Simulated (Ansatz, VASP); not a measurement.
**One calculation of MgSi3N, two programs**

```xyz
5
Lattice="5.0128 0.0000 0.0000 -2.5064 4.3412 0.0000 0.0000 0.0000 3.9849" Properties=species:S:1:pos:R:3 pbc="T T T"
Mg    0.0000    0.0000    0.0000
Si    2.5064    0.0000    1.9924
Si   -1.2532    2.1706    1.9924
Si    1.2532    2.1706    1.9924
N     0.0000    0.0000    1.9924
```

Alike in both runs: functional PBE; k mesh 6 × 6 × 4; occupations gaussian, width 0.1 eV; no spin polarisation.

Ansatz relaxed the structure, and its values are those at the end. VASP's run is a single point on that final structure, the one shown.

|  | VASP | Ansatz |
| --- | --- | --- |
| version | VASP 6.6.1 | Ansatz 0.2.0 |
| potentials or method | VASP PAW PBE potentials, release 64 (Mg, Si, N), cutoff 520 eV | scalar-relativistic, plane waves, PAW |
| valence electrons in the cell | 19 | 27 |

```tsv
	VASP	Ansatz	Ansatz less VASP
gap on the k mesh at the Fermi level (eV)	none	none	-
pressure (GPa)	-0.2	-0.2	+0.09
```

A gap of «none» marks a metal or a gap that the smearing closes. With one functional, cell and mesh, what is left measures potentials, basis and numerics. VASP's potentials hold 19 valence electrons a cell and Ansatz's 27, so a difference there can come from the potentials and not from the codes.

The k mesh is coarse, so the values compare programs but aren't converged.
